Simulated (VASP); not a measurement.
Input of a VASP 6.6.1 run:

POSCAR

```
Fe
1.0
    0.0000000000      1.6594987677      1.6594987677
    1.6594987677      0.0000000000      1.6594987677
    1.6594987677      1.6594987677      0.0000000000
Fe
1
Direct
    0.0000000000      0.0000000000      0.0000000000
```

Contents of INCAR.step1:

```
ALGO = Normal ; EDIFF = 1E-4
ENCUT = 520 ; GGA = PE
ISMEAR = -1 ; LASPH = True
LCHARG = False ; LREAL = False
LWAVE = True ; NBANDS = 10
NELM = 60 ; PREC = Accurate
SIGMA = 0.1
```

Contents of INCAR.step2:

```
ALGO = Normal ; EDIFF = 1E-6
ENCUT = 520 ; ISIF = 2
ISMEAR = -1 ; ISTART = 1
LASPH = True ; LCHARG = False
LMIXTAU = True ; LREAL = False
LWAVE = False ; METAGGA = R2SCAN
NBANDS = 10 ; NELM = 60
PREC = Accurate ; SIGMA = 0.1
```

Contents of KPOINTS:

```
k-points
0
Gamma
  18 18 18
```

Potentials or basis: VASP PAW PBE potentials, release 64 (Fe).

The run is started by

```bash
$ cat potpaw_PBE.64/Fe/POTCAR > POTCAR
$ cp INCAR.step1 INCAR
$ mpirun -np 1 vasp_std > vasp.out
$ cp INCAR.step2 INCAR
$ mpirun -np 1 vasp_std > vasp.out
```

Problem. Predict the band gap on the k mesh.

Solution. Zero (band 4 reaches 9.56 eV, above the bottom of band 5 at 7.13 eV).

Problem. What does it give for the pressure?

Solution. 32.3 GPa.

Caveat: the PAW data sets were made with another functional, which shifts forces and pressure a little; the run has no spin polarisation, though such a crystal can be magnetic. Spin polarisation is off, so any magnetic state and its effect on volume and gap are missing.
